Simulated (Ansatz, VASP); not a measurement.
## Two plane-wave programs on ZrC2

```
Zr C
1.0
     3.23081    0.00000    0.00000
    -1.61540    2.79796    0.00000
     0.00000    0.00000    3.26799
Zr C
1 2
Direct
  0.00000 0.00000 0.00000
  0.33333 0.66667 0.50000
  0.66667 0.33333 0.50000
```

Change from the starting cell: ordered vacancies on the cation sites of nickel arsenide (P-3m1, No. 164).

Alike in both runs: task single point; functional PBE; k mesh 6 × 6 × 6; occupations gaussian, width 0.1 eV; collinear spin.

|  | VASP | Ansatz |
| --- | --- | --- |
| version | VASP 6.6.1 | Ansatz 0.2.0 |
| potentials or method | VASP PAW PBE potentials, release 64 (Zr_sv, C), cutoff 520 eV | scalar-relativistic, plane waves, PAW |
| valence electrons in the cell | 20 | 20 |

```csv
,VASP,Ansatz,Ansatz less VASP
gap on the k mesh at the Fermi level (eV),none,none,-
pressure (GPa),0.3,0.1,-0.22
"traceless stress, the component that is largest in VASP (GPa)",0.22,0.15,-0.069
net moment per atom (μB),0.00,0.00,0.000
```

A gap of «none» marks a metal or a gap that the smearing closes. The functional is the same, so the differences come from potentials, cutoffs and numerics. Ansatz's warnings: seeded moment not kept.

The k mesh is coarse, so the values compare programs but aren't converged.
